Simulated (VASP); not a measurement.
# Si2Mo (P1) in VASP: single point with PBE

Aim: the single point of Si2Mo with PBE.

All numbers are computed with VASP 6.6.1; they aren't measurements. Logs are shortened: lines on timing, memory, paths and dates and some standing lists are left out, and cuts for length are marked.

### Step 1. The cell of the first run

The typed cell holds 24 atoms: a = 6.322 Å, b = 6.534 Å, c = 8.467 Å, α = 90.00°, β = 90.00°, γ = 91.06°.

### Step 2. Single point, PBE

INCAR

```
  PREC = Accurate
  ENCUT = 520
  EDIFF = 1E-7
  ISMEAR = 0
  SIGMA = 0.1
  LREAL = Auto
  LASPH = T
  NELM = 80
  ALGO = Normal
  ISIF = 2
  LWAVE = F
  LCHARG = T
  GGA = PE
  LELF = T
  LVHAR = T
  NBANDS = 106
  ISYM = 0
```

KPOINTS

```
Automatic mesh
0
Gamma
  2 2 2
  0.5 0.5 0.5
```

POSCAR

```
Si2Mo
1.0
   -6.3213319370      0.0596179487     -0.0001119038
    0.0596179487     -6.5340022518     -0.0002450115
    0.0001369386      0.0002998247      8.4671458809
Si Mo
16 8
Direct
    0.7728378610      0.7271686011      0.8332186113
    0.4822647785      0.4735919779      0.3332477883
    0.2702182533      0.8008239296      0.8332213155
    0.4860041099     -0.0016291491      0.3332481551
    0.1717035636      0.2323995455      0.8332997613
    0.0826153089     -0.0530749163      0.3331556858
    0.7076614383      0.7660319885      0.1831313749
    0.4674779430      0.4569247536      0.6905636866
   -0.0107488782      0.5506519674      0.6312288262
    0.7713635481      0.2564385011      0.1530557183
    0.5381463941      0.0242820186      0.6868457544
    0.4674720168      0.4569744305      0.9757664237
   -0.0107738427      0.5505664679      1.0352096182
    0.7716977367      0.2564562398      0.5133447421
    0.5381770556      0.0241533339      0.9795387254
    0.7076813331      0.7660534481      0.4833142419
    0.9352096867      0.5244803509      0.3332104908
    0.7951403608      0.3443452669      0.8331932574
    0.3074178148      0.7276156686      0.1389412410
    0.2809684082      0.2189252012      0.1530449420
    0.9485248833      0.9749559398      0.6542611948
    0.2806932776      0.2188802881      0.5133818583
    0.3074368097      0.7276486047      0.5274757523
    0.9484987999     -0.0250749189      1.0121967973
```

Potentials or basis: VASP PAW PBE potentials, release 64 (Si, Mo_sv).

The run is started by

```bash
$ cat potpaw_PBE.64/Si/POTCAR potpaw_PBE.64/Mo_sv/POTCAR > POTCAR
$ mpirun -np 1 vasp_std > vasp.out
```

OUTCAR:

```text
PREC = Accurate
   ENCUT = 520
   EDIFF = 1E-7
   ISMEAR = 0
   LREAL = Auto
   LASPH = T
   NELM = 80
   ISIF = 2
   GGA = PE
   ISYM = 0

 ion  position               nearest neighbor table
   1  0.773  0.727  0.833-  24 2.47  21 2.47   9 2.49  13 2.49  18 2.51  15 2.76  11 2.76  12 2.86
                             8 2.86  16 3.00   7 3.00
   2  0.482  0.474  0.333-  20 2.58  22 2.58  23 2.60  19 2.60  16 2.68   7 2.68  10 2.79  14 2.79
                            17 2.88   8 3.03  12 3.03   4 3.11
   3  0.270  0.801  0.833-  15 2.54  11 2.54  19 2.64  23 2.64  21 2.80  24 2.80  12 2.86   8 2.86
                             5 2.90   9 2.94  13 2.94
   4  0.486  0.998  0.333-  16 2.44   7 2.44  20 2.48  22 2.48   6 2.57  23 2.65  19 2.65  10 2.88
                            14 2.88  11 3.02  15 3.02   2 3.11
   5  0.172  0.232  0.833-  18 2.50  12 2.65   8 2.65  24 2.65  21 2.65  20 2.80  22 2.80   3 2.90
                            13 2.94   9 2.94  15 2.98  11 2.98
   6  0.083  0.947  0.333-   4 2.57  19 2.62  23 2.62  22 2.64  20 2.64  24 2.85  21 2.85  17 2.90
                             7 2.92  16 2.92
   7  0.708  0.766  0.183-   4 2.44  24 2.49  17 2.50  16 2.54  19 2.57  13 2.61  15 2.65   2 2.68
                             6 2.92   1 3.00  12 3.06
   8  0.467  0.457  0.691-  12 2.41  22 2.45  23 2.48  18 2.52   5 2.65  14 2.79   3 2.86   1 2.86
                            11 2.87   2 3.03  16 3.06   9 3.14
   9  0.989  0.551  0.631-  23 2.46   1 2.49  18 2.49  14 2.55  17 2.55  16 2.61  21 2.80   3 2.94
[... 5 lines left out ...]
  12  0.467  0.457  0.976-   8 2.41  20 2.45  19 2.48  18 2.52   5 2.65  10 2.78   3 2.86   1 2.86
                            15 2.87   2 3.03   7 3.06  13 3.14
  13  0.989  0.551  0.035-  19 2.46  18 2.49   1 2.49  10 2.55  17 2.55   7 2.61  24 2.80   3 2.94
                             5 2.94  20 3.04  12 3.14
  14  0.772  0.256  0.513-  21 2.48  17 2.53   9 2.55  11 2.56  18 2.77   8 2.79   2 2.79   4 2.88
                            10 3.05  22 3.11  22 3.23
  15  0.538  0.024  0.980-  11 2.48   3 2.54  20 2.55  10 2.56  24 2.63   7 2.65  19 2.76   1 2.76
                            12 2.87  18 2.90   5 2.98   4 3.02
  16  0.708  0.766  0.483-   4 2.44  21 2.49  17 2.50   7 2.54  23 2.57   9 2.61  11 2.65   2 2.68
                             6 2.92   1 3.00   8 3.06
  17  0.935  0.524  0.333-   7 2.50  16 2.50  14 2.53  10 2.53  13 2.55   9 2.55   2 2.88   6 2.90
                            23 3.14  19 3.14  22 3.35  20 3.35
  18  0.795  0.344  0.833-  13 2.49   9 2.49   5 2.50   1 2.51  12 2.52   8 2.52  14 2.77  10 2.77
                            11 2.90  15 2.90  21 3.02  24 3.03
  19  0.307  0.728  0.139-  13 2.46  12 2.48   7 2.57   2 2.60   6 2.62   3 2.64   4 2.65  15 2.76
                            24 3.01  17 3.14  20 3.22  23 3.29  20 3.33
  20  0.281  0.219  0.153-  12 2.45   4 2.48  15 2.55   2 2.58   6 2.64   5 2.80  24 2.87  13 3.04
                            22 3.05  10 3.11  19 3.22  10 3.24  19 3.33  17 3.35
  21  0.949  0.975  0.654-   1 2.47  14 2.48  16 2.49  11 2.63   5 2.65   3 2.80   9 2.80   6 2.85
                            22 2.87  23 3.01  18 3.02  24 3.03
  22  0.281  0.219  0.513-   8 2.45   4 2.48  11 2.55   2 2.58   6 2.64   5 2.80  21 2.87   9 3.04
                            20 3.05  14 3.11  23 3.22  14 3.23  23 3.33  17 3.35
  23  0.307  0.728  0.527-   9 2.46   8 2.48  16 2.57   2 2.60   6 2.62   3 2.64   4 2.65  11 2.76
                            21 3.01  17 3.14  22 3.22  19 3.29  22 3.33
  24  0.948  0.975  0.012-   1 2.47  10 2.48   7 2.49  15 2.63   5 2.65   3 2.80  13 2.80   6 2.85
                            20 2.87  19 3.01  18 3.03  21 3.03

IMPORTANT INFORMATION: All symmetrisations will be switched off!
NOSYMM: (Re-)initialisation of all symmetry stuff for point group C_1.

----------------------------------------------------------------------------------------

                                     Primitive cell

  volume of cell :     349.6935

  direct lattice vectors                    reciprocal lattice vectors
    -6.321331937  0.059617949 -0.000111904    -0.158208123 -0.001443532  0.000002610
     0.059617949 -6.534002252 -0.000245012    -0.001443532 -0.153058726  0.000005443
     0.000136939  0.000299825  8.467145881    -0.000002133 -0.000004448  0.118103552

  length of vectors
     6.321613067  6.534274236  8.467145887     0.158214708  0.153065533  0.118103552

  position of ions in fractional coordinates (direct lattice)
     0.772837861  0.727168601  0.833218611
     0.482264779  0.473591978  0.333247788
     0.270218253  0.800823930  0.833221315
     0.486004110  0.998370851  0.333248155
     0.171703564  0.232399546  0.833299761
     0.082615309  0.946925084  0.333155686
[... 16 lines left out ...]
     0.307436810  0.727648605  0.527475752
     0.948498800  0.974925081  0.012196797

  ion indices of the primitive-cell ions
   primitive index   ion index
                 1           1
                 2           2
                 3           3
                 4           4
                 5           5
                 6           6
[... 16 lines left out ...]
                23          23
                24          24

----------------------------------------------------------------------------------------

 KPOINTS: Automatic mesh

Automatic generation of k-mesh.
 Grid dimensions read from file:
 generate k-points for:    2    2    2

 Generating k-lattice:

  Cartesian coordinates                     Fractional coordinates (reciprocal lattice)
    -0.079104062 -0.000721766  0.000001305     0.500000000 -0.000000000 -0.000000000
    -0.000721766 -0.076529363  0.000002722    -0.000000000  0.500000000  0.000000000
    -0.000001066 -0.000002224  0.059051776     0.000000000  0.000000000  0.500000000

  Length of vectors
     0.079107354  0.076532767  0.059051776

  Shift w.r.t. Gamma in fractional coordinates (k-lattice)
     0.500000000  0.500000000  0.500000000

 Subroutine IBZKPT returns following result:
 ===========================================

 Found      4 irreducible k-points:

 Following reciprocal coordinates:
            Coordinates               Weight
  0.250000  0.250000  0.250000      2.000000
 -0.250000  0.250000  0.250000      2.000000
  0.250000 -0.250000  0.250000      2.000000
 -0.250000 -0.250000  0.250000      2.000000
   k-points           NKPTS =      4   k-points in BZ     NKDIM =      4   number of bands    NBANDS=    106
   number of dos      NEDOS =    301   number of ions     NIONS =     24
   total plane-waves  NPLWV = 153600
   dimension x,y,z NGX =    48 NGY =   50 NGZ =   64
   dimension x,y,z NGXF=    96 NGYF=  100 NGZF=  128
   ions per type =              16   8
   NGX,Y,Z   is equivalent  to a cutoff of  12.62, 12.72, 12.57 a.u.
   NGXF,Y,Z  is equivalent  to a cutoff of  25.25, 25.44, 25.13 a.u.
 SYSTEM =  unknown system
   PREC   = accura    normal or accurate (medium, high low for compatibility)
   ISTART =      0    job   : 0-new  1-cont  2-samecut
   ICHARG =      2    charge: 1-file 2-atom 10-const
   ISPIN  =      1    spin polarized calculation?
   LNONCOLLINEAR =      F non collinear calculations
   LSORBIT =      F    spin-orbit coupling
   LASPH  =      T    aspherical Exc in radial PAW
   ENCUT  =  520.0 eV  38.22 Ry    6.18 a.u.  11.75 12.15 15.74*2*pi/ulx,y,z
   NELM   =     80;   NELMIN=  2; NELMDL= -5     # of ELM steps
   EDIFF  = 0.1E-06   stopping-criterion for ELM
   LREAL  =      T    real-space projection
   EDIFFG = 0.1E-05   stopping-criterion for IOM
   NSW    =      0    number of steps for IOM
   IBRION =     -1    ionic relax: 0-MD 1-quasi-New 2-CG
   NFREE  =      0    steps in history (QN), initial steepest desc. (CG)
   ISIF   =      2    stress and relaxation
   ISYM   =      0    0-nonsym 1-usesym 2-fastsym
   POTIM  = 0.5000    time-step for ionic-motion
   TEBEG  =    0.0;   TEEND  =   0.0 temperature during run
   PSTRESS=    0.0 pullay stress
   NELECT =     176.0000    total number of electrons
   NUPDOWN=      -1.0000    fix difference up-down
   EMIN   =  10.00;   EMAX   =-10.00  energy-range for DOS
   EFERMI =   0.00;   METHOD = LEGACY
   ISMEAR =     0;   SIGMA  =   0.10  broadening in eV -4-tet -1-fermi 0-gaus
   EFERMI_NEDOS =   21; number of points for ismear=-14 and -15
   IALGO  =     38    algorithm
   IMIX   =      4    mixing-type and parameters
     AMIX     =   0.40;   BMIX     =  1.00
     AMIX_MAG =   1.60;   BMIX_MAG =  1.00
  volume/ion in A,a.u.               =      14.57        98.33
  Fermi-wavevector in a.u.,A,eV,Ry     =   1.302217  2.460832 23.072323  1.695768
  Thomas-Fermi vector in A             =   2.433299
   LORBIT       =      0    0 simple, 1 ext, 2 COOP (PROOUT), +10 PAW based schemes
   GGA     = PE    functional components
   LHFCALC =     F    Hartree Fock is set to
   AEXX    =    0.0000 exact exchange contribution
   IVDW    =     0    specifies the selected vdW correction
   LEPSILON=     F    determine dielectric tensor
   LRPA    =     F    only Hartree local field effects (RPA)
 non-spin polarized calculation
 Gauss-broadening in eV      SIGMA  =   0.10
  energy-cutoff  :      520.00
  volume of cell :      349.69
 maximum number of plane-waves:      9422
   NGX = 23   NGY = 25   NGZ = 31

 number of electron     175.9999999 magnetization

 Free energy of the ion-electron system (eV)
  ---------------------------------------------------
  ext. energy  EPLUGINS =         0.00000000
  ---------------------------------------------------
  free energy    TOTEN  =      -176.33112498 eV

  energy without entropy =     -176.28831297  energy(sigma->0) =     -176.30971897

 E-fermi :  10.9695     XC(G=0): -11.9856

 val. band max:       10.9128424634   @ k =  -0.2500  -0.2500   0.2500
 cond. band min:      11.0251025995   @ k =   0.2500   0.2500   0.2500
 fundamental gap:      0.1122601360
 Fermi energy:        10.9694566460

 k-point     1 :       0.2500    0.2500    0.2500
  band No.  band energies     occupation
      1     -49.7211      2.00000
      2     -49.7086      2.00000
      3     -49.7051      2.00000
      4     -49.6954      2.00000
      5     -49.6548      2.00000
      6     -49.6438      2.00000
[... 401 lines left out ...]
     99      12.8275      0.00000
    100      12.9024      0.00000
 [bands above 100 left out]

------------------------ aborting loop because EDIFF is reached ----------------------------------------

  FORCE on cell =-STRESS in cart. coord.  units (eV):
  Direction    XX          YY          ZZ          XY          YZ          ZX
  --------------------------------------------------------------------------------------
  -------------------------------------------------------------------------------------
  Total        0.1327446      0.3747630      0.3984676     -0.0222762     -0.0050319      0.0009260
  in kB        0.6081909      1.7170372      1.8256437     -0.1020618     -0.0230542      0.0042424
  external PRESSURE =       1.3836239 kB  Pullay stress =       0.0000000 kB

 VOLUME and BASIS-vectors are now :
 -----------------------------------------------------------------------------
  energy-cutoff  :      520.00
  volume of cell :      349.69
      direct lattice vectors                 reciprocal lattice vectors
    -6.321331937  0.059617949 -0.000111904    -0.158208123 -0.001443532  0.000002610
     0.059617949 -6.534002252 -0.000245012    -0.001443532 -0.153058726  0.000005443
     0.000136939  0.000299825  8.467145881    -0.000002133 -0.000004448  0.118103552

 POSITION                                       TOTAL-FORCE (eV/Angst)
 -----------------------------------------------------------------------------------
     -4.84190     -4.70500      7.05472         0.008689      0.005641      0.001603
     -3.02028     -3.06560      2.82149        -0.017636      0.002535     -0.000860
     -1.66028     -5.21623      7.05478        -0.009462     -0.005445     -0.003228
     -3.01263     -6.49428      2.82136        -0.011456      0.008453      0.000285
     -1.07143     -1.50801      7.05559        -0.013969      0.002017      0.000192
     -0.46574     -6.18219      2.82064         0.003742      0.004560      0.001552
[... 16 lines left out ...]
     -1.89996     -4.73597      4.46600        -0.019764      0.006197      0.001122
     -5.93765     -6.31361      0.10293        -0.000499     -0.003078     -0.001901
 -----------------------------------------------------------------------------------
    total drift:                               -0.006976      0.004730      0.006242

  FREE ENERGIE OF THE ION-ELECTRON SYSTEM (eV)
  ---------------------------------------------------
  free  energy   TOTEN  =      -176.3311249790 eV

  energy  without entropy=     -176.2883129684  energy(sigma->0) =     -176.30971897
```

It took 12 min on 1 thread of Intel Xeon 8259CL, shared host; peak memory 0.42 GiB.

Results:

| Item | Value |
| --- | --- |
| Free energy | -176.3311 eV |
| Pressure | 0.1 GPa |
| Largest force | 0.022 eV/Å |
| Band gap on the k mesh | 0.11 eV, indirect (the least direct gap lies 1.0 meV higher) |

Forces in eV/Å, atoms in the order of the input:
```
Si   0.009  0.006  0.002
Si  -0.018  0.003 -0.001
Si  -0.009 -0.005 -0.003
Si  -0.011  0.008  0.000
Si  -0.014  0.002  0.000
Si   0.004  0.005  0.002
Si   0.004 -0.004  0.007
Si   0.003  0.001  0.015
Si   0.009 -0.004  0.003
Si   0.011 -0.006  0.006
Si   0.005  0.001  0.012
Si   0.001 -0.001 -0.015
Si   0.009 -0.003  0.001
Si   0.012 -0.005 -0.004
Si   0.006 -0.001 -0.013
Si   0.004 -0.001 -0.008
Mo   0.019 -0.005 -0.001
Mo  -0.008  0.004  0.000
Mo  -0.021  0.005 -0.002
Mo   0.003  0.001 -0.007
Mo  -0.001 -0.002  0.001
Mo   0.003 -0.001  0.006
Mo  -0.020  0.006  0.001
Mo   0.000 -0.003 -0.002
```

Stress tensor (GPa, compression positive):
```
 0.06 -0.01  0.00
-0.01  0.17  0.00
 0.00  0.00  0.18
```

A k mesh can miss the band edges.
